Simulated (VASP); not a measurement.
# Ge2F: single point with PBE

Ge2F:

```
Ge F
1.0
     2.79222    0.00000    0.00000
     0.00000    2.79222    0.00000
     0.00000    0.00000   12.82971
Ge F
4 2
Cartesian
  0.0000 1.3961 1.9303
  0.0000 1.3961 8.3452
  1.3961 0.0000 4.4845
  1.3961 0.0000 10.8994
  0.0000 0.0000 0.0000
  1.3961 1.3961 6.4149
```

The cell was built from a structure type or drawn by symmetry, and may not be a known phase.

```yaml
Program: VASP 6.6.1
Task: single point
Functional: PBE
Potentials_or_basis: VASP PAW PBE potentials, release 64 (Ge_d, F)
Cutoff: 520 eV
k_mesh: 14 × 14 × 4
Occupations: gaussian, width 0.1 eV
Spin: no spin polarisation
Dipole_correction: no
Further_INCAR_settings: ALGO = Normal; EDIFF = 1e-07; NBANDS = 44
```

```json
{"Pressure": "-0.1 GPa", "Largest force": "0.008 eV/Å", "Band gap on the k mesh": "zero (bands 35 and 36 overlap by 6.31 eV)"}
```

Forces on the atoms (eV/Å):
```
Ge   0.000  0.000  0.008
Ge   0.000  0.000  0.008
Ge   0.000  0.000 -0.008
Ge   0.000  0.000 -0.008
F    0.000  0.000  0.000
F    0.000  0.000  0.000
```

Levels at points of the mesh, in eV from the Fermi level:
```
           k point  band 32  band 33  band 34  band 35  band 36  band 37  band 38  band 39  band 40  band 41
(0.00, 0.00, 0.00)    -3.99    -2.31     0.34     2.54     4.98     6.13     6.13     6.32     6.32     7.90
(0.50, 0.00, 0.00)    -3.79    -3.12    -3.12    -2.46    -2.46     2.56     2.56     3.06     3.06     9.12
(0.50, 0.50, 0.00)    -2.99    -2.21    -2.21    -1.77    -1.77    -0.24    -0.24     0.73     0.73     3.02
(0.00, 0.00, 0.50)    -3.99    -0.99    -0.99     3.85     3.85     6.21     6.21     6.23     6.23     8.03
(0.50, 0.00, 0.50)    -3.79    -3.66    -3.66    -2.07    -2.07     2.25     2.25     3.32     3.32     9.26
(0.50, 0.50, 0.50)    -3.05    -2.12    -2.12    -1.91    -1.91    -0.09    -0.09     0.61     0.61     3.27
```

Wall time 10 min on 1 thread of Oxide Virtual Turin-like Processor (shared host), peak memory 0.42 GiB.
